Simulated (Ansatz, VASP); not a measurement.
## PbO in VASP and in Ansatz

The input POSCAR:

```
PbO
1.0
    3.1793716484      0.0000000000      0.0000000000
    0.0000000000      3.1793716484      0.0000000000
    0.0000000000      0.0000000000      3.1793716484
Pb O
1 1
Direct
    0.0000000000      0.0000000000      0.0000000000
    0.5000000000      0.5000000000      0.5000000000
```

INCAR.step1

```
  PREC = Accurate
  ENCUT = 520
  EDIFF = 1E-5
  ISMEAR = 0
  SIGMA = 0.01
  LREAL = F
  LASPH = T
  NELM = 60
  ALGO = Normal
  ISIF = 2
  LWAVE = T
  LCHARG = F
  GGA = PE
  NBANDS = 17
```

Contents of INCAR.step2:

```
  PREC = Accurate
  ENCUT = 520
  EDIFF = 1E-7
  ISMEAR = 0
  SIGMA = 0.01
  LREAL = F
  LASPH = T
  NELM = 60
  ALGO = Normal
  ISIF = 2
  LWAVE = F
  LCHARG = F
  GGA = PE
  LHFCALC = T
  HFSCREEN = 0.2079
  PRECFOCK = Normal
  ISTART = 1
  NBANDS = 17
```

The input KPOINTS:

```
regular mesh
0
Gamma
  4 4 4
```

Input for Ansatz:

```yaml
crystal:
  lattice:
    - [3.1793716484, 0.0, 0.0]
    - [0.0, 3.1793716484, 0.0]
    - [0.0, 0.0, 3.1793716484]
  atoms:
    - { symbol: Pb, position: [0.0, 0.0, 0.0] }
    - { symbol: O, position: [0.5, 0.5, 0.5] }
kpoints:
  mp_grid: { grid: [4, 4, 4] }
hamiltonian:
  xc: hse06
scf:
  occupations: { method: fixed }
  n_extra_bands: 4
  mixing: { preconditioner: none }
output:
  forces: true
  stress: true
  eigenvalues: true
```

Alike in both runs: task single point; functional HSE06; k mesh 4 × 4 × 4; no spin polarisation.

```csv
,VASP,Ansatz
version,VASP 6.6.1,Ansatz 0.2.0
potentials or method,"VASP PAW PBE potentials, release 64 (Pb_d, O)",plane waves
plane-wave cutoff (eV),520,420
occupations,"gaussian, width 0.01 eV",fixed
valence electrons in the cell,20,20
```

|  | VASP | Ansatz | Ansatz less VASP |
| --- | --- | --- | --- |
| gap on the k mesh at the Fermi level (eV) | 0.39 | 0.38 | -0.011 |
| pressure (GPa) | -1.2 | -1.2 | -0.03 |

Ansatz's warnings: stress exchange threshold loose, stress scf threshold loose.

The k mesh is coarse, so the values compare programs but aren't converged. Neither program's run includes spin-orbit coupling.
